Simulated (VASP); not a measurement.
# AlN (R3m) in VASP: G0W0 quasiparticle levels with PBE

Aim: the G0W0 quasiparticle levels of AlN with PBE.

Program: VASP 6.6.1. These are calculated values, not measurements. Logs are shortened: lines on timing, memory, paths and dates and some standing lists are left out, and cuts for length are marked.

### 1 The cell of the first run

The structure is trigonal, space group R3m (No. 160). Conventional cell: a = 3.121 Å, b = 3.121 Å, c = 7.544 Å, α = 90.00°, β = 90.00°, γ = 120.00°. Al (site symmetry 3m) has 4 N at 1.89 to 1.91 Å within 2.5 Å. Within 2.5 Å of N (site symmetry 3m) lie 4 Al at 1.89 to 1.91 Å.

### 2 G0W0 quasiparticle levels, PBE

POSCAR

```
AlN
1.0
   -0.0193629625      2.1873622141      2.1873622141
    2.1873622141     -0.0193629625      2.1873622141
    2.1873622141      2.1873622141     -0.0193629625
Al N
1 1
Direct
   -0.0005535533     -0.0005535533     -0.0005535533
    0.2505535533      0.2505535533      0.2505535533
```

INCAR.step1

```
PREC = Accurate
ENCUT = 500
EDIFF = 1E-8
ISMEAR = 0
SIGMA = 0.01
LREAL = F
LASPH = T
NELM = 60
ALGO = Normal
LWAVE = T
LCHARG = F
GGA = PE
```

INCAR.step2

```
PREC = Accurate
ENCUT = 500
EDIFF = 1E-8
ISMEAR = 0
SIGMA = 0.01
LREAL = F
LASPH = T
NELM = 1
ALGO = Exact
LWAVE = T
LCHARG = F
GGA = PE
NBANDS = 92
LOPTICS = T
ISTART = 1
```

INCAR.step3

```
PREC = Accurate
ENCUT = 500
EDIFF = 1E-8
ISMEAR = 0
SIGMA = 0.01
LREAL = F
LASPH = T
ALGO = EVGW0
LWAVE = F
LCHARG = F
GGA = PE
NELMGW = 1
NBANDS = 92
ENCUTGW = 150.0
NOMEGA = 96
PRECFOCK = Fast
ISTART = 1
NBANDSGW = 12
OMEGAMAX = 30
```

KPOINTS

```
regular mesh
0
Gamma
  6 6 6
```

Potentials or basis: VASP PAW PBE potentials, release 64 (Al_GW, N_GW).

Run with:

```console
$ cat potpaw_PBE.64/Al_GW/POTCAR potpaw_PBE.64/N_GW/POTCAR > POTCAR
$ cp INCAR.step1 INCAR
$ mpirun -np 1 vasp_std > vasp.out
$ cp INCAR.step2 INCAR
$ mpirun -np 1 vasp_std > vasp.out
$ cp INCAR.step3 INCAR
$ mpirun -np 1 vasp_std > vasp.out
```

OUTCAR:

```text
PREC = Accurate
   ENCUT = 500
   EDIFF = 1E-8
   ISMEAR = 0
   LREAL = F
   LASPH = T
   GGA = PE
   NELMGW = 1
   ENCUTGW = 150.0
   PRECFOCK = Fast
   ISTART = 1

 ion  position               nearest neighbor table
   1  0.999  0.999  0.999-   2 1.89   2 1.91   2 1.91   2 1.91
   2  0.251  0.251  0.251-   1 1.89   1 1.91   1 1.91   1 1.91

  LATTYP: Found a trigonal (rhomboedric) cell.
 ALAT       =     3.0934579091
 COS(alpha) =     0.4911285597

  Lattice vectors:

 A1 = (  -0.0193629625,   2.1873622141,   2.1873622141)
 A2 = (   2.1873622141,  -0.0193629625,   2.1873622141)
 A3 = (   2.1873622141,   2.1873622141,  -0.0193629625)

Analysis of symmetry for initial positions (statically):
=====================================================================
 Subroutine PRICEL returns:
 Original cell was already a primitive cell.

 Routine SETGRP: Setting up the symmetry group for a
 trigonal (rhombohedral) supercell.

 Subroutine GETGRP returns: Found  6 space group operations
 (whereof  6 operations were pure point group operations)
 out of a pool of 12 trial point group operations.

The static configuration has the point symmetry C_3v.

Analysis of symmetry for dynamics (positions and initial velocities):
=====================================================================
 Subroutine PRICEL returns:
 Original cell was already a primitive cell.

 Routine SETGRP: Setting up the symmetry group for a
 trigonal (rhombohedral) supercell.

 Subroutine GETGRP returns: Found  6 space group operations
 (whereof  6 operations were pure point group operations)
 out of a pool of 12 trial point group operations.

The dynamic configuration has the point symmetry C_3v.

 Subroutine INISYM returns: Found  6 space group operations
 (whereof  6 operations are pure point group operations),
 and found     1 'primitive' translations

----------------------------------------------------------------------------------------

                                     Primitive cell
[... 90 lines left out ...]
   NELM   =     60;   NELMIN=  2; NELMDL=  0     # of ELM steps
   EDIFF  = 0.1E-07   stopping-criterion for ELM
   LREAL  =      F    real-space projection
   EDIFFG = 0.1E-06   stopping-criterion for IOM
   NSW    =      0    number of steps for IOM
   IBRION =     -1    ionic relax: 0-MD 1-quasi-New 2-CG
   NFREE  =      0    steps in history (QN), initial steepest desc. (CG)
   ISIF   =      0    stress and relaxation
   ISYM   =      3    0-nonsym 1-usesym 2-fastsym
   POTIM  = 0.5000    time-step for ionic-motion
   TEBEG  =    0.0;   TEEND  =   0.0 temperature during run
   PSTRESS=    0.0 pullay stress
   NELECT =       8.0000    total number of electrons
   NUPDOWN=      -1.0000    fix difference up-down
   EMIN   =  10.00;   EMAX   =-10.00  energy-range for DOS
   EFERMI =   0.00;   METHOD = LEGACY
   ISMEAR =     0;   SIGMA  =   0.01  broadening in eV -4-tet -1-fermi 0-gaus
   EFERMI_NEDOS =   21; number of points for ismear=-14 and -15
   IALGO  =     38    algorithm
   IMIX   =      4    mixing-type and parameters
     AMIX     =   0.40;   BMIX     =  1.00
     AMIX_MAG =   1.60;   BMIX_MAG =  1.00
  volume/ion in A,a.u.               =      10.60        71.56
  Fermi-wavevector in a.u.,A,eV,Ry     =   1.182854  2.235271 19.036514  1.399144
  Thomas-Fermi vector in A             =   2.319100
   LORBIT       =      0    0 simple, 1 ext, 2 COOP (PROOUT), +10 PAW based schemes
   GGA     = PE    functional components
   LHFCALC =     T    Hartree Fock is set to
   PRECFOCK=fast      Normal, Fast or Accurate (Low or Medium for compatibility)
   ENCUT4O =  -1.0   cutoff for four orbital integrals eV
   NKREDX  =     1    reduce k-point grid by
   NKREDY  =     1    reduce k-point grid by
   NKREDZ  =     1    reduce k-point grid by
   AEXX    =    1.0000 exact exchange contribution
   HFSCREEN=    0.0000 screening length (either q_TF or 0.3 A-1)
   HFSCREENC=   0.0000 screening length for correlation (either q_TF or 0.3 A-1)
   ENCUTFOCK=  -1.0 apply spherical cutoff to Coloumb kernel
   IVDW    =     0    specifies the selected vdW correction
   LEPSILON=     F    determine dielectric tensor
   LRPA    =     F    only Hartree local field effects (RPA)
   LRPAFORCE           =     F    calculate RPA forces
   ENCUTGW             = 150.0    cutoff for response function in eV
   ENCUTGWSOFT         = 120.0    soft cutoff for Coulomb kernel in GW response function in eV
   ENCUTLF             =  -1.0    cutoff for local field effects
   NELMGW              =     1    number of iterations in solving QP/BSE equation
   NELMHF              =     1    number of iterations in the inner HF iteration
   NKREDLFX            =     1    NKREDLFY  =   1   NKREDLFZ  =   1
 non-spin polarized calculation
 Gauss-broadening in eV      SIGMA  =   0.01
  energy-cutoff  :      500.00
  volume of cell :       21.21
 maximum number of plane-waves:       545
 NGX is ok and might be reduce to    24
  NGX = 14; NGY = 14; NGZ = 14
   NGX = 11   NGY = 11   NGZ = 11
 maximum number of plane-waves:        92
 NGX is ok and might be reduce to    14

 QP shifts <psi_nk| G(iteration)W_0 |psi_nk>: iteration 1
 for sc-GW calculations column KS-energies equals QP-energies in previous step
 and V_xc(KS)=  KS-energies - (<T + V_ion + V_H > + <T+V_H+V_ion>^1  + <V_x>^1)

 k-point   1 :       0.0000    0.0000    0.0000
  band No.  KS-energies  QP-energies   sigma(KS)   V_xc(KS)     V^pw_x(r,r')   Z            occupation Imag(sigma)

      1     -10.0832     -11.5470     -16.7994     -14.7777     -24.7210       0.7241       2.0000       1.2632
      2       4.7658       3.9170     -17.7833     -16.6864     -20.6664       0.7738       2.0000       0.0628
      3       4.7658       3.9170     -17.7833     -16.6864     -20.6664       0.7738       2.0000       0.0628
      4       4.8704       4.0302     -17.8484     -16.7620     -20.7592       0.7734       2.0000       0.0631
      5       8.8300       9.5486     -11.5481     -12.4380      -7.8490       0.8076       0.0000      -0.0717
      6      17.0616      18.0056      -9.0289     -10.2084      -4.0267       0.8003       0.0000      -0.1254
      7      17.0616      18.0056      -9.0289     -10.2084      -4.0267       0.8003       0.0000      -0.1254
      8      17.4072      18.3597      -9.0444     -10.2375      -3.9886       0.7983       0.0000      -0.1332
      9      22.3338      23.2940      -9.1723     -10.3849      -3.6557       0.7919       0.0000      -0.2914
     10      22.3338      23.2940      -9.1723     -10.3849      -3.6557       0.7919       0.0000      -0.2914
     11      23.6687      24.1750      -8.9649      -9.6185      -2.5921       0.7747       0.0000      -0.6891
     12      23.6687      24.1750      -8.9649      -9.6185      -2.5921       0.7747       0.0000      -0.6891
[... 356 lines left out ...]
      1      -7.4277      -8.7513     -18.6494     -16.8250     -26.1925       0.7255       2.0000       0.9077
      2       0.5278      -0.6681     -15.2267     -13.6020     -18.9895       0.7361       2.0000       0.1449
      3       2.0472       0.9040     -15.8993     -14.3891     -19.2653       0.7569       2.0000       0.1012
      4       2.3353       1.2232     -15.4786     -14.0206     -18.5872       0.7627       2.0000       0.0909
      5      10.0095      10.6423     -10.2446     -11.0286      -6.3493       0.8072       0.0000      -0.0791
      6      14.9850      15.9063     -10.0148     -11.1617      -5.3806       0.8034       0.0000      -0.1011
      7      17.5129      18.5756     -11.0688     -12.4477      -5.4804       0.7707       0.0000      -0.2201
      8      17.6774      18.7635     -11.2399     -12.6507      -5.6247       0.7698       0.0000      -0.2224
      9      21.1271      22.0862     -10.3965     -11.6783      -3.9885       0.7483       0.0000      -0.3977
     10      24.7944      25.6108      -9.2551     -10.3068      -2.9476       0.7763       0.0000      -0.5509
     11      28.9508      30.2178     -10.8789     -12.4970      -4.0067       0.7830       0.0000      -0.9787
     12      30.1249      31.4479     -10.6454     -12.3167      -4.0926       0.7916       0.0000      -0.9455

 [... further k-points ...]
```

OUTCAR.step1:

```text
PREC = Accurate
   ENCUT = 500
   EDIFF = 1E-8
   ISMEAR = 0
   LREAL = F
   LASPH = T
[... 485 lines left out ...]
 -----------------------------------------------------------------------------------
      4.35295      4.35295      4.35295        -0.007648     -0.007648     -0.007648
      1.09125      1.09125      1.09125         0.007648      0.007648      0.007648
 -----------------------------------------------------------------------------------
    total drift:                               -0.000115     -0.000115     -0.000115

  FREE ENERGIE OF THE ION-ELECTRON SYSTEM (eV)
  ---------------------------------------------------
  free  energy   TOTEN  =       -14.8730989478 eV

  energy  without entropy=      -14.8730989478  energy(sigma->0) =      -14.87309895
```

Run time: 13 min. Hardware: 1 thread of Intel Xeon 8259CL, shared host; peak memory 0.46 GiB.

Results:

```yaml
Quasiparticle_gap: 4.52 eV
Least_direct_quasiparticle_gap: 5.52 eV
Band_gap_of_the_starting_levels_on_the_mesh: 3.23 eV
Least_direct_gap_of_the_starting_levels_on_the_mesh: 3.96 eV
```

Caveat: the k points lie up to 0.41 Å⁻¹ apart; bands, screening cutoff and mesh are small and nothing is extrapolated, so the quasiparticle values aren't converged; the structure was generated, so it needn't be the stable form of AlN.
